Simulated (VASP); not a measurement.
AsN, 2 atoms in the cell. The structure is cubic, space group Fm-3m (No. 225). The conventional cell has a = 4.750 Å, b = 4.750 Å, c = 4.750 Å, α = 90.00°, β = 90.00°, γ = 90.00°. N (site symmetry m-3m) has 6 As at 2.38 Å within 3.1 Å. Within 3.1 Å of As (site symmetry m-3m) lie 6 N at 2.38 Å. 

```yaml
Program: VASP 6.6.1
Task: single point
Functional: r2SCAN
Potentials_or_basis: VASP PAW PBE potentials, release 64 (N, As)
Cutoff: 660 eV
k_mesh: 7 × 7 × 7
Occupations: fermi-dirac, width 0.1 eV
Spin: collinear spin, ferromagnetic start
Starting_moments: "[3.0, 2.0] μB"
Dipole_correction: no
Further_INCAR_settings: ALGO = Normal; EDIFF = 1e-06; NBANDS = 16
```

Potentials or basis: VASP PAW PBE potentials, release 64 (N, As).

Launch:

```bash
$ cat potpaw_PBE.64/N/POTCAR potpaw_PBE.64/As/POTCAR > POTCAR
$ cp INCAR.step1 INCAR
$ mpirun -np 1 vasp_std > vasp.out
$ cp INCAR.step2 INCAR
$ mpirun -np 1 vasp_std > vasp.out
```

Hardware: 1 thread of Intel Xeon 8259CL, with other jobs on the host.

**Question.** How long does it take, and how much memory?

**Answer.** Run time: 2.2 min on 1 thread of Intel Xeon 8259CL, with other jobs on the host, peak memory 0.19 GiB. Counts: k points 20.
